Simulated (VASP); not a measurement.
A run of VASP 6.6.1 is set up as follows.

INCAR

```
SYSTEM = Ta
  PREC = Accurate
  ENCUT = 600
  EDIFF = 1E-6
  ISMEAR = -1
  SIGMA = 0.15
  LREAL = .FALSE.
  LASPH = .TRUE.
  NELM = 60
  ALGO = Normal
  ISIF = 3
  LWAVE = .FALSE.
  LCHARG = .FALSE.
  IBRION = 2
  NSW = 80
  EDIFFG = -0.001
```

The input KPOINTS:

```
regular mesh
0
G
  18 18 18
  0 0 0
```

The input POSCAR:

```
Ta
1.0
   -1.6263448625      1.6263448625      1.6263448625
    1.6263448625     -1.6263448625      1.6263448625
    1.6263448625      1.6263448625     -1.6263448625
Ta
1
Direct
    0.0000000000      0.0000000000      0.0000000000
```

Potentials or basis: VASP PAW LDA potentials, release 64 (Ta_pv).

Run with:

```bash
$ cat potpaw_LDA.64/Ta_pv/POTCAR > POTCAR
$ mpirun -np 1 vasp_std > vasp.out
```

Problem. Predict the relaxed volume.

Solution. 17.31 Å³/atom.

Problem. Estimate the relaxed cell.

Solution. a = 2.823 Å, b = 2.823 Å, c = 2.823 Å, α = 109.47°, β = 109.47°, γ = 109.47°.

The path:
```
step  energy change (eV)  largest force (eV/Å)  pressure (GPa)  volume (Å³)
   1              0.0000                0.0000            1.39        17.21
   2              0.0022                0.0000           -3.21        17.58
   3             -0.0005                0.0000           -0.01        17.31
```
